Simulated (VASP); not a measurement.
SnO:

```
Sn O
1.0
     3.12772    0.00000    0.00000
     0.00000    5.45197    0.00000
     0.00000    0.00000    4.00081
Sn O
2 2
Direct
  0.00000 0.24410 0.52789
  0.50000 0.75590 0.02789
  0.00000 0.88363 0.72211
  0.50000 0.11637 0.22211
```

This cell differs from its parent crystal: biaxial xy strain -5.3%.

Base run:

- Program: VASP 6.6.1
- Functional: r2SCAN
- Potentials or basis: VASP PAW PBE potentials, release 64 (Sn_d, O)
- Cutoff: 520 eV
- k mesh: 8 × 4 × 6
- Occupations: gaussian, width 0.01 eV
- Spin: no spin polarisation

Its results: band gap on the k mesh 1.31 eV, indirect (least direct gap 1.57 eV); pressure 6.2 GPa; largest force 0.122 eV/Å.

Q: The run is repeated on the same cell with these changes: functional from r2SCAN to PBE; occupations from gaussian, width 0.01 eV to fermi-dirac, width 0.02 eV. What comes out?

A: Band gap on the k mesh 1.06 eV, indirect (least direct gap 1.33 eV); pressure 9.8 GPa; largest force 0.668 eV/Å.

Caveats: spin-orbit coupling is left out, which moves the levels of the heavy elements; the PAW data sets were made with another functional, which shifts forces and pressure a little (some runs).

A k mesh can miss the band edges.
